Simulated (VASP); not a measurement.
# CaSe (Cmcm) in VASP: notebook

CaSe is run at these levels: PBEsol, r2SCAN+rVV10; tasks: single point, relaxation of cell and atoms.

Program: VASP 6.6.1. These are calculated values, not measurements. Logs are shortened: lines on timing, memory, paths and dates and some standing lists are left out, and cuts for length are marked.

### 1 The cell of the first run

The structure is orthorhombic, space group Cmcm (No. 63). Conventional cell: a = 3.914 Å, b = 11.985 Å, c = 4.304 Å, α = 90.00°, β = 90.00°, γ = 90.00°. Within 4.1 Å of Ca (site symmetry m2m) lie 7 Se at 2.91 to 3.65 Å and 8 Ca at 3.81 to 4.07 Å. Within 4.0 Å of Se (site symmetry m2m) lie 7 Ca at 2.91 to 3.65 Å and 4 Se at 3.70 to 3.91 Å.

### 2 Single point, PBEsol

The input, INCAR:

```
PREC     = Accurate       # precision mode
ENCUT    = 520            # plane-wave cutoff, eV
EDIFF    = 1E-6           # SCF threshold, eV
ISMEAR   = -1             # smearing method
SIGMA    = 0.03           # smearing width, eV
LREAL    = F              # projectors in reciprocal space
LASPH    = T              # aspherical terms in the spheres
NELM     = 60             # most SCF steps
ALGO     = Normal         # electronic algorithm
ISIF     = 2              # what is computed and relaxed
LWAVE    = F              # write WAVECAR
LCHARG   = T              # write CHGCAR
GGA      = PS             # functional
LELF     = T              # ELF
LVHAR    = T            
NBANDS   = 24             # bands
```

The input, KPOINTS:

```
Automatic mesh
0
Gamma
  6 6 6
```

The input, POSCAR:

```
CaSe
1.0
    1.9570181353     -5.9925010405      0.0000000000
    1.9570181353      5.9925010405      0.0000000000
    0.0000000000      0.0000000000      4.3037460234
Ca Se
2 2
Direct
    0.3686321011      0.6313678989      0.7500000000
    0.6313678989      0.3686321011      0.2500000000
    0.8743642100      0.1256357900      0.2500000000
    0.1256357900      0.8743642100      0.7500000000
```

Potentials or basis: VASP PAW PBE potentials, release 64 (Ca_sv, Se).

The run is started by

```bash
$ cat potpaw_PBE.64/Ca_sv/POTCAR potpaw_PBE.64/Se/POTCAR > POTCAR
$ mpirun -np 1 vasp_std > vasp.out
```

OUTCAR:

```text
PREC = Accurate
   ENCUT = 520
   EDIFF = 1E-6
   ISMEAR = -1
   LREAL = F
   LASPH = T
   NELM = 60
   ISIF = 2
   GGA = PS

 ion  position               nearest neighbor table
   1  0.369  0.631  0.750-   3 2.91   3 2.91   3 2.91   3 2.91   4 2.91
   2  0.631  0.369  0.250-   4 2.91   4 2.91   4 2.91   4 2.91   3 2.91
   3  0.874  0.126  0.250-   1 2.91   1 2.91   1 2.91   1 2.91   2 2.91
   4  0.126  0.874  0.750-   2 2.91   2 2.91   2 2.91   2 2.91   1 2.91

  LATTYP: Found a base centered orthorhombic cell.
 ALAT       =     3.9140362706
 B/A-ratio  =     3.0620569797
 C/A-ratio  =     1.0995672308

  Lattice vectors:

 A1 = (   1.9570181353,  -5.9925010405,   0.0000000000)
 A2 = (   1.9570181353,   5.9925010405,   0.0000000000)
 A3 = (   0.0000000000,   0.0000000000,   4.3037460234)

Analysis of symmetry for initial positions (statically):
=====================================================================
 Subroutine PRICEL returns:
 Original cell was already a primitive cell.

 Routine SETGRP: Setting up the symmetry group for a
 base centered orthorhombic supercell.

 Subroutine GETGRP returns: Found  8 space group operations
 (whereof  4 operations were pure point group operations)
 out of a pool of  8 trial point group operations.

The static configuration has the point symmetry C_2h.
 The point group associated with its full space group is D_2h.

Analysis of symmetry for dynamics (positions and initial velocities):
=====================================================================
 Subroutine PRICEL returns:
 Original cell was already a primitive cell.

 Routine SETGRP: Setting up the symmetry group for a
 base centered orthorhombic supercell.

 Subroutine GETGRP returns: Found  8 space group operations
 (whereof  4 operations were pure point group operations)
 out of a pool of  8 trial point group operations.

The dynamic configuration has the point symmetry C_2h.
 The point group associated with its full space group is D_2h.

 Subroutine INISYM returns: Found  8 space group operations
 (whereof  4 operations are pure point group operations),
 and found     1 'primitive' translations

----------------------------------------------------------------------------------------

                                     Primitive cell

  volume of cell :     100.9438

  direct lattice vectors                    reciprocal lattice vectors
     1.957018135 -5.992501040  0.000000000     0.255490734 -0.083437616  0.000000000
     1.957018135  5.992501040  0.000000000     0.255490734  0.083437616  0.000000000
     0.000000000  0.000000000  4.303746023     0.000000000  0.000000000  0.232355719

  length of vectors
     6.303966109  6.303966109  4.303746023     0.268770071  0.268770071  0.232355719

  position of ions in fractional coordinates (direct lattice)
     0.368632101  0.631367899  0.750000000
     0.631367899  0.368632101  0.250000000
     0.874364210  0.125635790  0.250000000
     0.125635790  0.874364210  0.750000000

  ion indices of the primitive-cell ions
   primitive index   ion index
                 1           1
                 2           2
                 3           3
                 4           4

----------------------------------------------------------------------------------------

 KPOINTS: Automatic mesh

Automatic generation of k-mesh.
 Grid dimensions read from file:
 generate k-points for:    6    6    6

 Generating k-lattice:

  Cartesian coordinates                     Fractional coordinates (reciprocal lattice)
     0.042581789 -0.013906269  0.000000000     0.166666667 -0.000000000  0.000000000
     0.042581789  0.013906269  0.000000000    -0.000000000  0.166666667  0.000000000
     0.000000000  0.000000000  0.038725953     0.000000000  0.000000000  0.166666667

  Length of vectors
     0.044795012  0.044795012  0.038725953

  Shift w.r.t. Gamma in fractional coordinates (k-lattice)
     0.000000000  0.000000000  0.000000000

 Subroutine IBZKPT returns following result:
 ===========================================

[... 41 lines left out ...]
 non-spin polarized calculation
  energy-cutoff  :      520.00
  volume of cell :      100.94
 maximum number of plane-waves:      2740
   NGX = 23   NGY = 23   NGZ = 17

 number of electron      31.9999997 magnetization

 Free energy of the ion-electron system (eV)
  ---------------------------------------------------
  ext. energy  EPLUGINS =         0.00000000
  ---------------------------------------------------
  free energy    TOTEN  =       -19.46149312 eV

  energy without entropy =      -19.46149312  energy(sigma->0) =      -19.46149312

 E-fermi :   3.4937     XC(G=0):  -9.4459

 val. band max:        2.9043660117   @ k =   0.5000   0.5000   0.0000
 cond. band min:       4.5912464759   @ k =   0.5000   0.5000   0.0000
 fundamental gap:      1.6868804642
 Fermi energy:         3.4936614776

 k-point     1 :       0.0000    0.0000    0.0000
  band No.  band energies     occupation
      1     -37.0438      2.00000
      2     -37.0299      2.00000
      3     -18.2569      2.00000
      4     -18.1555      2.00000
      5     -18.1350      2.00000
      6     -18.1093      2.00000
[... 16 lines left out ...]
     23       7.2653      0.00000
     24       7.4669      0.00000

 k-point     2 :       0.1667    0.0000    0.0000
  band No.  band energies     occupation
      1     -37.0417      2.00000
      2     -37.0292      2.00000
      3     -18.2508      2.00000
      4     -18.1531      2.00000
      5     -18.1485      2.00000
      6     -18.1275      2.00000
[... 16 lines left out ...]
     23       7.8132      0.00000
     24       7.8312      0.00000

 k-point     3 :       0.3333    0.0000    0.0000
  band No.  band energies     occupation
      1     -37.0373      2.00000
      2     -37.0281      2.00000
      3     -18.2431      2.00000
      4     -18.2080      2.00000
      5     -18.1697      2.00000
      6     -18.1353      2.00000
[... 16 lines left out ...]
     23       8.2763      0.00000
     24       8.6076      0.00000
[... 514 lines left out ...]
 k-point    23 :       0.3333    0.3333    0.1667
  band No.  band energies     occupation
      1     -37.0338      2.00000
      2     -37.0307      2.00000
      3     -18.2310      2.00000
      4     -18.2061      2.00000
      5     -18.1790      2.00000
      6     -18.1494      2.00000
[... 16 lines left out ...]
     23       8.3038      0.00000
     24       8.4512      0.00000

 k-point    24 :       0.5000    0.3333    0.1667
  band No.  band energies     occupation
      1     -37.0366      2.00000
      2     -37.0335      2.00000
      3     -18.2245      2.00000
      4     -18.1988      2.00000
      5     -18.1420      2.00000
      6     -18.1318      2.00000
[... 16 lines left out ...]
     23       7.8091      0.00000
     24       7.9552      0.00000

 [... further k-points ...]

------------------------ aborting loop because EDIFF is reached ----------------------------------------

  FORCE on cell =-STRESS in cart. coord.  units (eV):
  Direction    XX          YY          ZZ          XY          YZ          ZX
  --------------------------------------------------------------------------------------
  -------------------------------------------------------------------------------------
  Total        0.1446069      0.0853806      0.1616474      0.0000000      0.0000000      0.0000000
  in kB        2.2951966      1.3551592      2.5656629      0.0000000      0.0000000      0.0000000
  external PRESSURE =       2.0720062 kB  Pullay stress =       0.0000000 kB

 VOLUME and BASIS-vectors are now :
 -----------------------------------------------------------------------------
  energy-cutoff  :      520.00
  volume of cell :      100.94
      direct lattice vectors                 reciprocal lattice vectors
     1.957018135 -5.992501040  0.000000000     0.255490734 -0.083437616  0.000000000
     1.957018135  5.992501040  0.000000000     0.255490734  0.083437616  0.000000000
     0.000000000  0.000000000  4.303746023     0.000000000  0.000000000  0.232355719

 POSITION                                       TOTAL-FORCE (eV/Angst)
 -----------------------------------------------------------------------------------
      1.95702      1.57444      3.22781         0.000000     -0.011075     -0.000000
      1.95702     -1.57444      1.07594         0.000000      0.011075      0.000000
      1.95702     -4.48676      1.07594         0.000000     -0.010700     -0.000000
      1.95702      4.48676      3.22781         0.000000      0.010700     -0.000000
 -----------------------------------------------------------------------------------
    total drift:                               -0.000000      0.000000     -0.000000

  FREE ENERGIE OF THE ION-ELECTRON SYSTEM (eV)
  ---------------------------------------------------
  free  energy   TOTEN  =       -19.4614931208 eV

  energy  without entropy=      -19.4614931208  energy(sigma->0) =      -19.46149312
```

Wall time 79 s (1 thread of AMD EPYC 9R45 (Zen 5), shared host); peak memory 0.28 GiB.

Results:

| Quantity | Value |
| --- | --- |
| Free energy | -19.4615 eV |
| Pressure | 0.2 GPa |
| Largest force | 0.011 eV/Å |
| Band gap on the k mesh | 1.69 eV |

Forces in eV/Å, atoms in the order of the input:
```
Ca   0.000 -0.011  0.000
Ca   0.000  0.011  0.000
Se   0.000 -0.011  0.000
Se   0.000  0.011  0.000
```

Stress tensor (GPa, compression positive):
```
0.23 0.00 0.00
0.00 0.14 0.00
0.00 0.00 0.26
```

Caveat: the PAW data sets were made with another functional, which shifts forces and pressure a little. A k mesh can miss the band edges.

### 3 Single point, r2SCAN+rVV10

This run uses another cell than the first one, of 25.99 Å³/atom.

The input, POSCAR:

```
CaSe
1.0
    1.9771160979     -6.1095888331      0.0000000000
    1.9771160979      6.1095888331      0.0000000000
    0.0000000000      0.0000000000      4.3034175744
Ca Se
2 2
Direct
    0.3670683826      0.6329316174      0.7500000000
    0.6329316174      0.3670683826      0.2500000000
    0.8728455136      0.1271544864      0.2500000000
    0.1271544864      0.8728455136      0.7500000000
```

The input, INCAR.step1:

```
PREC = Accurate
ENCUT = 520
ISMEAR = -1
SIGMA = 0.03
LREAL = F
LASPH = T
NELM = 60
NBANDS = 24
GGA = PE
ALGO = Normal
EDIFF = 1E-4
LWAVE = T
LCHARG = F
```

The input, INCAR.step2:

```
PREC = Accurate
ENCUT = 520
EDIFF = 1E-6
ISMEAR = -1
SIGMA = 0.03
LREAL = F
LASPH = T
NELM = 60
ALGO = Normal
ISIF = 2
LWAVE = F
LCHARG = T
METAGGA = R2SCAN
LMIXTAU = T
LUSE_VDW = T
IVDW_NL = 2
BPARAM = 11.95
CPARAM = 0.0093
LELF = T
LVHAR = T
NBANDS = 24
ISTART = 1
```

KPOINTS is that of step 2.

Potentials or basis: VASP PAW PBE potentials, release 64 (Ca_sv, Se).

The run is started by

```bash
$ cat potpaw_PBE.64/Ca_sv/POTCAR potpaw_PBE.64/Se/POTCAR > POTCAR
$ cp INCAR.step1 INCAR
$ mpirun -np 1 vasp_std > vasp.out
$ cp INCAR.step2 INCAR
$ mpirun -np 1 vasp_std > vasp.out
```

Run time: 6 min. Hardware: 1 thread of AMD EPYC 9R45 (Zen 5), shared host; peak memory 0.59 GiB.

Results (log left out):

```yaml
Free_energy: -50.3575 eV
Pressure: 0.3 GPa
Largest_force: 0.021 eV/Å
Band_gap_on_the_k_mesh: 2.30 eV
```

Forces on the atoms (eV/Å):
```
Ca   0.000 -0.021  0.000
Ca   0.000  0.021  0.000
Se   0.000 -0.020  0.000
Se   0.000  0.020  0.000
```

Stress tensor (GPa, compression positive):
```
0.33 0.00 0.00
0.00 0.24 0.00
0.00 0.00 0.41
```

Levels at points of the mesh, in eV from the valence-band top:
```csv
k point,band 12,band 13,band 14,band 15,band 16,band 17,band 18,band 19,band 20,band 21
"(0.00, 0.00, 0.00)",-1.47,-0.48,-0.48,-0.38,-0.03,2.33,2.87,3.35,3.54,4.78
"(0.50, 0.00, 0.00)",-3.14,-2.11,-1.92,-1.43,-0.58,3.33,4.68,5.10,5.18,5.67
"(0.50, 0.50, 0.00)",-1.81,-1.09,-0.99,-0.76,0.00,2.30,3.24,4.25,4.53,4.55
"(0.00, 0.00, 0.50)",-2.94,-1.87,-1.87,-1.12,-1.12,4.17,4.17,5.18,5.18,5.74
"(0.50, 0.00, 0.50)",-2.66,-2.03,-2.03,-0.95,-0.95,2.88,2.88,4.64,4.64,5.35
"(0.50, 0.50, 0.50)",-3.64,-1.09,-1.09,-1.08,-1.08,4.68,4.68,5.20,5.20,5.27
```

Caveat: the PAW data sets were made with another functional, which shifts forces and pressure a little. A k mesh can miss the band edges.

### 4 Relaxation of cell and atoms, PBEsol

This run uses another cell than the first one, of 26.20 Å³/atom.

The input, INCAR:

```
PREC     = Accurate       # precision mode
ENCUT    = 600            # plane-wave cutoff, eV
EDIFF    = 1E-6           # SCF threshold, eV
ISMEAR   = -1             # smearing method
SIGMA    = 0.03           # smearing width, eV
LREAL    = False          # projectors in reciprocal space
LASPH    = True           # aspherical terms in the spheres
NELM     = 80             # most SCF steps
ALGO     = Normal         # electronic algorithm
ISIF     = 3              # what is computed and relaxed
LWAVE    = False          # write WAVECAR
LCHARG   = False          # write CHGCAR
GGA      = PS             # functional
IBRION   = 2              # ionic algorithm
NSW      = 100            # ionic steps
EDIFFG   = -0.01          # ionic threshold
```

The input, KPOINTS:

```
regular mesh
0
Gamma
  6 6 6
```

The input, POSCAR:

```
CaSe
1.0
    2.0240966900     -5.7917112400      0.0000000000
    2.0240966900      5.7917112400      0.0000000000
    0.0000000000      0.0000000000      4.4705981700
Ca Se
2 2
Direct
    0.3868549800      0.6131450200      0.7500000000
    0.6131450200      0.3868549800      0.2500000000
    0.8565043900      0.1434956100      0.2500000000
    0.1434956100      0.8565043900      0.7500000000
```

The run is started by

```bash
$ cat potpaw_PBE.64/Ca_sv/POTCAR potpaw_PBE.64/Se/POTCAR > POTCAR
$ mpirun -np 1 vasp_std > vasp.out
```

Wall time 12 min (1 thread of AMD EPYC 9R45 (Zen 5), shared host); peak memory 0.35 GiB.

Results (log left out):

* Free energy: -19.4629 eV
* Relaxed volume: 25.30 Å³/atom
* Relaxed cell: a = 6.296 Å, b = 6.296 Å, c = 4.316 Å, α = 90.00°, β = 90.00°, γ = 143.72°
* Space group after relaxing (to 0.1 Å): Cmcm (No. 63)
* Energy gained by relaxing: 113.7 meV/atom
* Ionic steps: 16
* Pressure after relaxing: 0.0 GPa
* Largest force after relaxing: 0.004 eV/Å
* Band gap on the k mesh: 1.69 eV

Forces on the atoms (eV/Å):
```
Ca   0.000  0.000  0.000
Ca   0.000  0.000  0.000
Se   0.000  0.004  0.000
Se   0.000 -0.004  0.000
```

Stress tensor (GPa, compression positive):
```
-0.06  0.00  0.00
 0.00  0.05  0.00
 0.00  0.00  0.00
```

The path:
```
step  energy change (eV)  largest force (eV/Å)  pressure (GPa)  volume (Å³)
   1              0.0000                1.0916           -2.64       104.82
   2             -0.2413                0.8235            0.35        98.34
   3             -0.2635                0.7133            1.92        95.89
   4             -0.3617                0.4145            0.65        98.18
   5             -0.4140                0.2886           -0.89       101.37
   6             -0.4444                0.1596           -0.02        99.51
   7             -0.4462                0.1132            0.29        98.92
   8             -0.4489                0.0650           -0.02        99.59
   9             -0.4491                0.0488           -0.12        99.82
  10             -0.4509                0.0265            0.04        99.76
  11             -0.4513                0.0179            0.16        99.72
  12             -0.4530                0.0226            0.05       100.26
  13             -0.4544                0.0324           -0.15       101.27
  14             -0.4548                0.0061            0.17       100.90
  15             -0.4549                0.0155            0.06       101.03
  16             -0.4550                0.0041           -0.01       101.22
```

Final structure:
```yaml
crystal:
  lattice:
    - [1.96004, -5.98288, 0.00000]
    - [1.96004, 5.98288, 0.00000]
    - [0.00000, 0.00000, 4.31577]
  atoms:
    - { symbol: Ca, position: [0.36896, 0.63104, 0.75000] }
    - { symbol: Ca, position: [0.63104, 0.36896, 0.25000] }
    - { symbol: Se, position: [0.87468, 0.12532, 0.25000] }
    - { symbol: Se, position: [0.12532, 0.87468, 0.75000] }
```

Levels at points of the mesh, in eV from the valence-band top:
| k point | band 12 | band 13 | band 14 | band 15 | band 16 | band 17 | band 18 | band 19 | band 20 |
| --- | --- | --- | --- | --- | --- | --- | --- | --- | --- |
| (0.00, 0.00, 0.00) | -1.61 | -0.55 | -0.50 | -0.40 | -0.07 | 1.74 | 2.26 | 2.67 | 2.84 |
| (0.50, 0.00, 0.00) | -3.25 | -2.26 | -2.08 | -1.50 | -0.62 | 2.83 | 3.98 | 4.42 | 4.48 |
| (0.50, 0.50, 0.00) | -1.94 | -1.25 | -1.05 | -0.80 | 0.00 | 1.69 | 2.65 | 3.66 | 3.78 |
| (0.00, 0.00, 0.50) | -3.07 | -1.99 | -1.99 | -1.18 | -1.18 | 3.59 | 3.59 | 4.47 | 4.47 |
| (0.50, 0.00, 0.50) | -2.77 | -2.15 | -2.15 | -1.02 | -1.02 | 2.36 | 2.36 | 4.04 | 4.04 |
| (0.50, 0.50, 0.50) | -3.83 | -1.14 | -1.14 | -1.13 | -1.13 | 4.05 | 4.05 | 4.51 | 4.51 |

Caveat: the PAW data sets were made with another functional, which shifts forces and pressure a little. A k mesh can miss the band edges.

### 5 The runs side by side

| task | level | cell | cutoff (eV) | gap on the mesh (eV) | pressure (GPa) | largest force (eV/Å) |
| --- | --- | --- | --- | --- | --- | --- |
| single point | PBEsol | a = 6.304, b = 6.304, c = 4.304 Å, angles 90.0, 90.0, 143.8°, 4 atoms, atomic positions A | 520 | 1.69 | 0.2 | 0.01 |
| single point | r2SCAN+rVV10 | a = 6.422, b = 6.422, c = 4.303 Å, angles 90.0, 90.0, 144.1°, 4 atoms, atomic positions B | 520 | 2.30 | 0.3 | 0.02 |
| relaxation of cell and atoms | PBEsol | relaxed from a = 6.135, b = 6.135, c = 4.471 Å, angles 90.0, 90.0, 141.5°, 4 atoms, atomic positions C | 600 | 1.69 | 0.0 | - |

Alike in all rows: potentials or basis VASP PAW PBE potentials, release 64 (Ca_sv, Se); no spin polarisation; k mesh 6 × 6 × 6; smearing fermi-dirac 0.03 eV.

Caveats: the PAW data sets were made with another functional, which shifts forces and pressure a little.

Total energies depend on the potentials used, so only differences within one code and one set of settings carry meaning.
